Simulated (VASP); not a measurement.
# ZnO (zincite) (P6_3mc) in VASP: density of states with PBEsol

Aim: the density of states of ZnO (zincite) with PBEsol.

Program: VASP 6.6.1. These are calculated values, not measurements. Logs are shortened: lines on timing, memory, paths and dates and some standing lists are left out, and cuts for length are marked.

## (1) The cell of the first run

The structure is hexagonal, space group P6_3mc (No. 186). Conventional cell: a = 3.249 Å, b = 3.249 Å, c = 5.206 Å, α = 90.00°, β = 90.00°, γ = 120.00°. Zn (site symmetry 3m) has 4 O at 1.97 to 1.98 Å within 2.6 Å. Within 2.6 Å of O (site symmetry 3m) lie 4 Zn at 1.97 to 1.98 Å.

## (2) Density of states, PBEsol

POSCAR reads:

```
ZnO
1.0
    3.2493080000      0.0000000000      0.0000000000
   -1.6246540000      2.8139832700      0.0000000000
    0.0000000000      0.0000000000      5.2057090000
Zn O
2 2
Direct
    0.3333333339      0.6666666679      0.5000000000
    0.6666666661      0.3333333321      0.0000000000
    0.6666666661      0.3333333321      0.3790100004
    0.3333333339      0.6666666679      0.8790100004
```

INCAR.step1 reads:

```
PREC = Accurate ; ENCUT = 520
EDIFF = 1E-6 ; ISMEAR = 0
SIGMA = 0.01 ; LREAL = False
LASPH = True ; NELM = 120
ALGO = Normal ; ISIF = 2
LWAVE = False ; LCHARG = True
GGA = PS ; NBANDS = 26
GGA_COMPAT = False ; NEDOS = 2001
LORBIT = 11
```

KPOINTS.step1 reads:

```
regular mesh
0
Gamma
  6 6 4
```

INCAR.step2 reads:

```
PREC = Accurate ; ENCUT = 520
EDIFF = 1E-6 ; ISMEAR = -5
SIGMA = 0.01 ; LREAL = False
LASPH = True ; NELM = 120
ALGO = Normal ; ISIF = 2
LWAVE = False ; LCHARG = False
GGA = PS ; LORBIT = 11
NBANDS = 26 ; NEDOS = 2001
ICHARG = 11 ; GGA_COMPAT = False
```

KPOINTS.step2 reads:

```
regular mesh
0
Gamma
  9 9 6
```

Potentials or basis: VASP PAW PBE potentials, release 64 (Zn, O).

The run is started by

```bash
$ cat potpaw_PBE.64/Zn/POTCAR potpaw_PBE.64/O/POTCAR > POTCAR
$ cp INCAR.step1 INCAR
$ cp KPOINTS.step1 KPOINTS
$ mpirun -np 1 vasp_std > vasp.out
$ cp INCAR.step2 INCAR
$ cp KPOINTS.step2 KPOINTS
$ mpirun -np 1 vasp_std > vasp.out
```

OUTCAR:

```text
PREC = Accurate
   ENCUT = 520
   EDIFF = 1E-6
   ISMEAR = -5
   LREAL = False
   LASPH = True
   NELM = 120
   ISIF = 2
   GGA = PS
   LORBIT = 11
   ICHARG = 11

 ion  position               nearest neighbor table
   1  0.333  0.667  0.500-   4 1.97   3 1.98   3 1.98   3 1.98
   2  0.667  0.333  0.000-   3 1.97   4 1.98   4 1.98   4 1.98
   3  0.667  0.333  0.379-   2 1.97   1 1.98   1 1.98   1 1.98
   4  0.333  0.667  0.879-   1 1.97   2 1.98   2 1.98   2 1.98

  LATTYP: Found a hexagonal cell.
 ALAT       =     3.2493080000
 C/A-ratio  =     1.6020977390

  Lattice vectors:

 A1 = (   3.2493080000,   0.0000000000,   0.0000000000)
 A2 = (  -1.6246540000,   2.8139832700,   0.0000000000)
 A3 = (   0.0000000000,   0.0000000000,   5.2057090000)

Analysis of symmetry for initial positions (statically):
=====================================================================
 Subroutine PRICEL returns:
 Original cell was already a primitive cell.

 Routine SETGRP: Setting up the symmetry group for a
 hexagonal supercell.

 Subroutine GETGRP returns: Found 12 space group operations
 (whereof  6 operations were pure point group operations)
 out of a pool of 24 trial point group operations.

The static configuration has the point symmetry C_3v.
 The point group associated with its full space group is C_6v.

Analysis of symmetry for dynamics (positions and initial velocities):
=====================================================================
 Subroutine PRICEL returns:
 Original cell was already a primitive cell.

 Routine SETGRP: Setting up the symmetry group for a
 hexagonal supercell.

 Subroutine GETGRP returns: Found 12 space group operations
 (whereof  6 operations were pure point group operations)
 out of a pool of 24 trial point group operations.

The dynamic configuration has the point symmetry C_3v.
 The point group associated with its full space group is C_6v.

 Subroutine INISYM returns: Found 12 space group operations
 (whereof  6 operations are pure point group operations),
 and found     1 'primitive' translations

----------------------------------------------------------------------------------------

                                     Primitive cell

  volume of cell :      47.5984

  direct lattice vectors                    reciprocal lattice vectors
     3.249308000  0.000000000  0.000000000     0.307757836  0.177684070  0.000000000
    -1.624654000  2.813983270  0.000000000     0.000000000  0.355368140  0.000000000
     0.000000000  0.000000000  5.205709000     0.000000000  0.000000000  0.192096792

  length of vectors
     3.249308000  3.249307998  5.205709000     0.355368140  0.355368140  0.192096792

  position of ions in fractional coordinates (direct lattice)
     0.333333334  0.666666668  0.500000000
     0.666666666  0.333333332  0.000000000
     0.666666666  0.333333332  0.379010000
     0.333333334  0.666666668  0.879010000

  ion indices of the primitive-cell ions
   primitive index   ion index
                 1           1
                 2           2
                 3           3
                 4           4

----------------------------------------------------------------------------------------

 KPOINTS: regular mesh

Automatic generation of k-mesh.
 Grid dimensions read from file:
 generate k-points for:    9    9    6

 Generating k-lattice:

  Cartesian coordinates                     Fractional coordinates (reciprocal lattice)
     0.034195315  0.019742674  0.000000000     0.111111111  0.000000000  0.000000000
     0.000000000  0.039485349  0.000000000     0.000000000  0.111111111  0.000000000
     0.000000000  0.000000000  0.032016132     0.000000000  0.000000000  0.166666667

  Length of vectors
     0.039485349  0.039485349  0.032016132

  Shift w.r.t. Gamma in fractional coordinates (k-lattice)
     0.000000000  0.000000000  0.000000000

 TETIRR: Found    492 inequivalent tetrahedra from     2916

 Subroutine IBZKPT returns following result:
 ===========================================

 Found     48 irreducible k-points:

 Following reciprocal coordinates:
            Coordinates               Weight
  0.000000  0.000000  0.000000      1.000000
  0.111111  0.000000  0.000000      6.000000
  0.222222  0.000000  0.000000      6.000000
  0.333333  0.000000  0.000000      6.000000
  0.444444  0.000000  0.000000      6.000000
  0.111111  0.111111  0.000000      6.000000
[... 16 lines left out ...]
  0.333333  0.222222  0.166667     24.000000
  0.333333  0.333333  0.166667      4.000000
 [... further k-points ...]
   k-points           NKPTS =     48   k-points in BZ     NKDIM =     48   number of bands    NBANDS=     26
   number of dos      NEDOS =   2001   number of ions     NIONS =      4
   total plane-waves  NPLWV =  23040
   dimension x,y,z NGX =    24 NGY =   24 NGZ =   40
   dimension x,y,z NGXF=    48 NGYF=   48 NGZF=   80
   ions per type =               2   2
   NGX,Y,Z   is equivalent  to a cutoff of  12.28, 12.28, 12.77 a.u.
   NGXF,Y,Z  is equivalent  to a cutoff of  24.56, 24.56, 25.55 a.u.
 SYSTEM =  unknown system
   PREC   = accura    normal or accurate (medium, high low for compatibility)
   ISTART =      0    job   : 0-new  1-cont  2-samecut
   ICHARG =     11    charge: 1-file 2-atom 10-const
   ISPIN  =      1    spin polarized calculation?
   LNONCOLLINEAR =      F non collinear calculations
   LSORBIT =      F    spin-orbit coupling
   LASPH  =      T    aspherical Exc in radial PAW
   ENCUT  =  520.0 eV  38.22 Ry    6.18 a.u.   6.04  6.04  9.68*2*pi/ulx,y,z
   NELM   =    120;   NELMIN=  2; NELMDL=  0     # of ELM steps
   EDIFF  = 0.1E-05   stopping-criterion for ELM
   LREAL  =      F    real-space projection
   EDIFFG = 0.1E-04   stopping-criterion for IOM
   NSW    =      0    number of steps for IOM
   IBRION =     -1    ionic relax: 0-MD 1-quasi-New 2-CG
   NFREE  =      0    steps in history (QN), initial steepest desc. (CG)
   ISIF   =      2    stress and relaxation
   ISYM   =      2    0-nonsym 1-usesym 2-fastsym
   POTIM  = 0.5000    time-step for ionic-motion
   TEBEG  =    0.0;   TEEND  =   0.0 temperature during run
   PSTRESS=    0.0 pullay stress
   NELECT =      36.0000    total number of electrons
   NUPDOWN=      -1.0000    fix difference up-down
   EMIN   =  10.00;   EMAX   =-10.00  energy-range for DOS
   EFERMI =   0.00;   METHOD = LEGACY
   ISMEAR =    -5;   SIGMA  =   0.01  broadening in eV -4-tet -1-fermi 0-gaus
   EFERMI_NEDOS =   21; number of points for ismear=-14 and -15
   IALGO  =     38    algorithm
   IMIX   =      4    mixing-type and parameters
     AMIX     =   0.40;   BMIX     =  1.00
     AMIX_MAG =   1.60;   BMIX_MAG =  1.00
  volume/ion in A,a.u.               =      11.90        80.30
  Fermi-wavevector in a.u.,A,eV,Ry     =   1.491574  2.818667 30.270160  2.224794
  Thomas-Fermi vector in A             =   2.604212
   LORBIT       =     11    0 simple, 1 ext, 2 COOP (PROOUT), +10 PAW based schemes
   GGA     = PS    functional components
   LHFCALC =     F    Hartree Fock is set to
   AEXX    =    0.0000 exact exchange contribution
   IVDW    =     0    specifies the selected vdW correction
   LEPSILON=     F    determine dielectric tensor
   LRPA    =     F    only Hartree local field effects (RPA)
 non-spin polarized calculation
 Fermi weights with tetrahedron method with Bloechl corrections
  energy-cutoff  :      520.00
  volume of cell :       47.60
 maximum number of plane-waves:      1302

 number of electron      36.0000017 magnetization

 Free energy of the ion-electron system (eV)
  ---------------------------------------------------
  ext. energy  EPLUGINS =         0.00000000
  ---------------------------------------------------
  free energy    TOTEN  =       -19.41062867 eV

  energy without entropy =      -19.41062867  energy(sigma->0) =      -19.41062867

 E-fermi :   1.0553     XC(G=0): -11.1849

 val. band max:        1.0473311899   @ k =   0.0000   0.0000   0.0000
 cond. band min:       1.7322389482   @ k =   0.0000   0.0000   0.0000
 fundamental gap:      0.6849077583
 Fermi energy:         1.0553429747

 k-point     1 :       0.0000    0.0000    0.0000
  band No.  band energies     occupation
      1     -16.9903      2.00000
      2     -16.2383      2.00000
      3      -4.6587      2.00000
      4      -4.6584      2.00000
      5      -4.6584      2.00000
      6      -4.6194      2.00000
[... 18 lines left out ...]
     25      15.0522      0.00000
     26      15.0522      0.00000

 k-point     2 :       0.1111    0.0000    0.0000
  band No.  band energies     occupation
      1     -16.9215      2.00000
      2     -16.2085      2.00000
      3      -4.7432      2.00000
      4      -4.6198      2.00000
      5      -4.5789      2.00000
      6      -4.5603      2.00000
[... 18 lines left out ...]
     25      15.1920      0.00000
     26      15.1999      0.00000

 k-point     3 :       0.2222    0.0000    0.0000
  band No.  band energies     occupation
      1     -16.7376      2.00000
      2     -16.1373      2.00000
      3      -4.9018      2.00000
      4      -4.5685      2.00000
      5      -4.5296      2.00000
      6      -4.4368      2.00000
[... 572 lines left out ...]
 k-point    23 :       0.3333    0.2222    0.1667
  band No.  band energies     occupation
      1     -16.2142      2.00000
      2     -16.0707      2.00000
      3      -4.7608      2.00000
      4      -4.5713      2.00000
      5      -4.3993      2.00000
      6      -4.2089      2.00000
[... 18 lines left out ...]
     25      13.5880      0.00000
     26      15.1068      0.00000

 k-point    24 :       0.3333    0.3333    0.1667
  band No.  band energies     occupation
      1     -16.1161      2.00000
      2     -16.1161      2.00000
      3      -4.6866      2.00000
      4      -4.4341      2.00000
      5      -4.4340      2.00000
      6      -4.0755      2.00000
[... 18 lines left out ...]
     25      14.2734      0.00000
     26      15.3124      0.00000

 [... further k-points ...]

------------------------ aborting loop because EDIFF is reached ----------------------------------------

  FORCE on cell =-STRESS in cart. coord.  units (eV):
  Direction    XX          YY          ZZ          XY          YZ          ZX
  --------------------------------------------------------------------------------------
  -------------------------------------------------------------------------------------
  Total       -0.4310852     -0.4310852      0.0776850      0.0000000      0.0000000     -0.0000000
  in kB      -14.5104693    -14.5104693      2.6149034      0.0000000      0.0000000     -0.0000000
  external PRESSURE =      -8.8020117 kB  Pullay stress =       0.0000000 kB

 VOLUME and BASIS-vectors are now :
 -----------------------------------------------------------------------------
  energy-cutoff  :      520.00
  volume of cell :       47.60
      direct lattice vectors                 reciprocal lattice vectors
     3.249308000  0.000000000  0.000000000     0.307757836  0.177684070  0.000000000
    -1.624654000  2.813983270  0.000000000     0.000000000  0.355368140  0.000000000
     0.000000000  0.000000000  5.205709000     0.000000000  0.000000000  0.192096792

 POSITION                                       TOTAL-FORCE (eV/Angst)
 -----------------------------------------------------------------------------------
     -0.00000      1.87599      2.60285        -0.000000      0.000000     -0.065254
      1.62465      0.93799      0.00000         0.000000     -0.000000     -0.065254
      1.62465      0.93799      1.97302        -0.000000      0.000000      0.065254
     -0.00000      1.87599      4.57587         0.000000      0.000000      0.065254
 -----------------------------------------------------------------------------------
    total drift:                               -0.000000     -0.000004     -0.000368

  FREE ENERGIE OF THE ION-ELECTRON SYSTEM (eV)
  ---------------------------------------------------
  free  energy   TOTEN  =       -19.4106286701 eV

  energy  without entropy=      -19.4106286701  energy(sigma->0) =      -19.41062867

 total charge

# of ion       s       p       d       tot
------------------------------------------
    1        0.463   0.495   9.903  10.860
    2        0.463   0.495   9.903  10.860
    3        1.544   3.437   0.000   4.981
    4        1.544   3.437   0.000   4.981
--------------------------------------------------
tot          4.014   7.863  19.806  31.682
```

Wall time 39 s (1 thread of Intel Xeon Platinum 8488C (Sapphire Rapids), shared host); peak memory 0.18 GiB.

Results:

- Valence electrons inside the program's atomic spheres: Zn 10.86; O 4.98

Caveat: the PAW data sets were made with another functional, which shifts forces and pressure a little.
